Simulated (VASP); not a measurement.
Y, 2 atoms in the cell. Symmetry: P6_3/mmc, No. 194, hexagonal system. Conventional cell: a = 3.650 Å, b = 3.650 Å, c = 5.734 Å, α = 90.00°, β = 90.00°, γ = 120.00°. Y (site symmetry -6m2) has 12 Y at 3.56 to 3.65 Å within 4.7 Å. 

```yaml
Program: VASP 6.6.1
Task: relaxation of cell and atoms
Functional: PBE
Potentials_or_basis: VASP PAW PBE potentials, release 64 (Y_sv)
Cutoff: 600 eV
k_mesh: 6 × 6 × 4
Occupations: gaussian, width 0.05 eV
Spin: no spin polarisation
Dipole_correction: no
Further_INCAR_settings: ALGO = Normal; EDIFF = 1e-06; IBRION = 2; EDIFFG = -0.03; NSW = 80; ISIF = 3
```

Potentials or basis: VASP PAW PBE potentials, release 64 (Y_sv).

Command:

```sh
$ cat potpaw_PBE.64/Y_sv/POTCAR > POTCAR
$ mpirun -np 1 vasp_std > vasp.out
```

Hardware: 1 thread of Intel Xeon 8259CL, with other jobs on the host.

**Question.** Estimate the wall time of this run.

**Answer.** Run time: 2.4 min on 1 thread of Intel Xeon 8259CL, on a shared host, peak memory 0.22 GiB. Counts: scf iterations 41, k points 21, ion steps 5.
